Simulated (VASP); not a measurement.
A run of VASP 6.6.1:

Contents of INCAR:

```
SYSTEM = LiZn3F2
PREC = Accurate
ENCUT = 520
EDIFF = 1E-6
ISMEAR = 0
SIGMA = 0.1
LREAL = .FALSE.
LASPH = .TRUE.
NELM = 60
ALGO = Normal
ISIF = 2
LWAVE = .FALSE.
LCHARG = .FALSE.
GGA = PE
NBANDS = 36
```

The input KPOINTS:

```
Automatic mesh
0
G
  6 6 6
  0 0 0
```

File POSCAR:

```
LiZn3F2
1.0
    3.8773147992      2.2385687430      2.1493286970
   -3.8773147992      2.2385687430      2.1493286970
    0.0000000000     -4.4771374861      2.1493286970
Li Zn F
1 3 2
Direct
    0.0000000000      0.0000000000      0.0000000000
    0.5000000000      0.5000000000      0.0000000000
    0.5000000000      0.0000000000      0.5000000000
    0.0000000000      0.5000000000      0.5000000000
    0.7366908388      0.7366908388      0.7366908388
    0.2633091612      0.2633091612      0.2633091612
```

Potentials or basis: VASP PAW PBE potentials, release 64 (Li_sv, Zn, F).

Run with:

```bash
$ cat potpaw_PBE.64/Li_sv/POTCAR potpaw_PBE.64/Zn/POTCAR potpaw_PBE.64/F/POTCAR > POTCAR
$ mpirun -np 1 vasp_std > vasp.out
```

Hardware: 1 thread of Intel(R) Xeon(R) 6975P-C (Granite Rapids) (shared host).

Task: Estimate the wall time of this run.

Result: Wall time 75 s on 1 thread of Intel(R) Xeon(R) 6975P-C (Granite Rapids), with other jobs on the host, peak memory 0.29 GiB. Counts: scf iterations 16, k points 32.
